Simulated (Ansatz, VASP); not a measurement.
# Two plane-wave programs on CdAuC4N4

```
Cd C Au N
1.0
     6.37675    0.00000    0.00000
     0.00000    6.37675    0.00000
     0.00000    0.00000    6.37675
Cd C Au N
1 4 1 4
Cartesian
  0.0000 0.0000 0.0000
  1.2809 1.2809 1.2809
  1.2809 5.0959 5.0959
  5.0959 1.2809 5.0959
  5.0959 5.0959 1.2809
  3.1884 3.1884 3.1884
  1.9541 1.9541 1.9541
  1.9541 4.4227 4.4227
  4.4227 1.9541 4.4227
  4.4227 4.4227 1.9541
```

Alike in both runs: functional PBE; k mesh 4 × 4 × 4; occupations gaussian, width 0.1 eV; collinear spin.

Ansatz relaxed the structure, and its values are those at the end. VASP's run is a single point on that final structure, the one shown.

```csv
,VASP,Ansatz
version,VASP 6.6.1,Ansatz 0.2.0
potentials or method,"VASP PAW PBE potentials, release 64 (Cd, C, Au, N), cutoff 520 eV","scalar-relativistic, plane waves, PAW"
valence electrons in the cell,59,75
```

Ansatz gave:

| Property | Result |
| --- | --- |
| gap on the k mesh at the Fermi level (eV) | none |
| pressure (GPa) | 0.2 |
| rms of the force components (eV/Å) | 0.002 |
| net moment per atom (μB) | 0.10 |
| size of the moment on the site where the two differ most (μB) | 0.43 |

Problem. Estimate VASP's values.

Solution. gap on the k mesh at the Fermi level (eV): none; pressure (GPa): 0.5; rms of the force components (eV/Å): 0.199; net moment per atom (μB): 0.10; size of the moment on the site where the two differ most (μB): 0.52.

Site moments also hang on the region over which each program counts them. A gap of «none» marks a metal or a gap that the smearing closes. One of these differences is far larger than is usual between the two programs; its cause wasn't traced. VASP's potentials hold 59 valence electrons a cell and Ansatz's 75, so a difference there can come from the potentials and not from the codes.

Neither program's run includes spin-orbit coupling. Noted on VASP's run: the standard files for N, O and F lose accuracy on very short bonds.
